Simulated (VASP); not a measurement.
Here is a VASP 6.6.1 calculation.

The input POSCAR:

```
HgTe
1.0
    0.0000000000      3.0473239400      3.0473239400
    3.0473239400      0.0000000000      3.0473239400
    3.0473239400      3.0473239400      0.0000000000
Hg Te
1 1
Direct
    0.0000000000      0.0000000000      0.0000000000
    0.5000000000      0.5000000000      0.5000000000
```

File INCAR.step1:

```
PREC = Accurate ; ENCUT = 520
ISMEAR = -1 ; SIGMA = 0.1
LREAL = F ; LASPH = T
NELM = 60 ; NBANDS = 16
GGA = PE ; ALGO = Normal
EDIFF = 1E-4 ; LWAVE = T
LCHARG = F
```

INCAR.step2

```
PREC = Accurate ; ENCUT = 520
EDIFF = 1E-6 ; ISMEAR = -1
SIGMA = 0.1 ; LREAL = F
LASPH = T ; NELM = 60
ALGO = Normal ; ISIF = 2
LWAVE = F ; LCHARG = T
METAGGA = R2SCAN ; LMIXTAU = T
LELF = T ; LVHAR = T
NBANDS = 16 ; ISTART = 1
```

KPOINTS

```
regular mesh
0
Gamma
  10 10 10
```

Potentials or basis: VASP PAW PBE potentials, release 64 (Hg, Te).

The run is started by

```console
$ cat potpaw_PBE.64/Hg/POTCAR potpaw_PBE.64/Te/POTCAR > POTCAR
$ cp INCAR.step1 INCAR
$ mpirun -np 1 vasp_std > vasp.out
$ cp INCAR.step2 INCAR
$ mpirun -np 1 vasp_std > vasp.out
```

Question: What does it give for the pressure?

Answer: 0.1 GPa.

Question: Predict the band gap on the k mesh.

Answer: Zero (band 9 reaches 4.49 eV, above the bottom of band 10 at 1.86 eV).

Caveat: the PAW data sets were made with another functional, which shifts forces and pressure a little; spin-orbit coupling is left out, which moves the levels of the heavy elements.
